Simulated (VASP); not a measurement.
Set up this calculation in VASP 6.6.1, as the native input.

* Task: single point
* Functional: r2SCAN
* Potentials or basis: VASP PAW PBE potentials, release 64 (In_d, As)
* Cutoff: 520 eV
* k mesh: 10 × 10 × 10
* Occupations: gaussian, width 0.03 eV
* Spin: no spin polarisation
* Dipole correction: no
* Further INCAR settings: ALGO = Normal; EDIFF = 1e-06; NBANDS = 16

Crystal: InAs.

```
CELL_PARAMETERS angstrom
0.00000 3.14119 2.88989
3.14119 0.00000 2.88989
3.14119 3.14119 0.00000
ATOMIC_POSITIONS crystal
In 0.00000 0.00000 0.00000
As 0.75000 0.75000 0.75000
```

This cell differs from its parent crystal: ratio of the length along z to the lengths across it x 0.92, volume and fractional coordinates fixed.

One way to write it, as run:

POSCAR

```
InAs
1.0
    0.0000000000      3.1411891332      2.8898940026
    3.1411891332      0.0000000000      2.8898940026
    3.1411891332      3.1411891332      0.0000000000
In As
1 1
Direct
    0.0000000000      0.0000000000      0.0000000000
    0.7500000000      0.7500000000      0.7500000000
```

INCAR.step1

```
SYSTEM = InAs
ALGO = Normal
EDIFF = 1E-4
ENCUT = 520
GGA = PE
ISMEAR = 0
LASPH = .True.
LCHARG = .False.
LREAL = .False.
LWAVE = .True.
NBANDS = 16
NELM = 60
PREC = Accurate
SIGMA = 0.03
```

INCAR.step2

```
SYSTEM = InAs
ALGO = Normal
EDIFF = 1E-6
ENCUT = 520
ISIF = 2
ISMEAR = 0
ISTART = 1
LASPH = .True.
LCHARG = .False.
LMIXTAU = .True.
LREAL = .False.
LWAVE = .False.
METAGGA = R2SCAN
NBANDS = 16
NELM = 60
PREC = Accurate
SIGMA = 0.03
```

KPOINTS

```
k-points
0
Gamma
  10 10 10
  0 0 0
```

Potentials or basis: VASP PAW PBE potentials, release 64 (In_d, As).

The run is started by

```sh
$ cat potpaw_PBE.64/In_d/POTCAR potpaw_PBE.64/As/POTCAR > POTCAR
$ cp INCAR.step1 INCAR
$ mpirun -np 1 vasp_std > vasp.out
$ cp INCAR.step2 INCAR
$ mpirun -np 1 vasp_std > vasp.out
```

Results of the run:

```yaml
Pressure: -0.2 GPa
Band_gap_on_the_k_mesh: 0.19 eV
```

Caveat: semilocal functionals underestimate gaps, and a narrow one can read as zero; the PAW data sets were made with another functional, which shifts forces and pressure a little; spin-orbit coupling is left out, which moves the levels of the heavy elements.

Wall time 3.3 min on 1 thread of AMD EPYC 9R45 96-Core Processor (Zen 5), with other jobs on the host, peak memory 0.24 GiB.
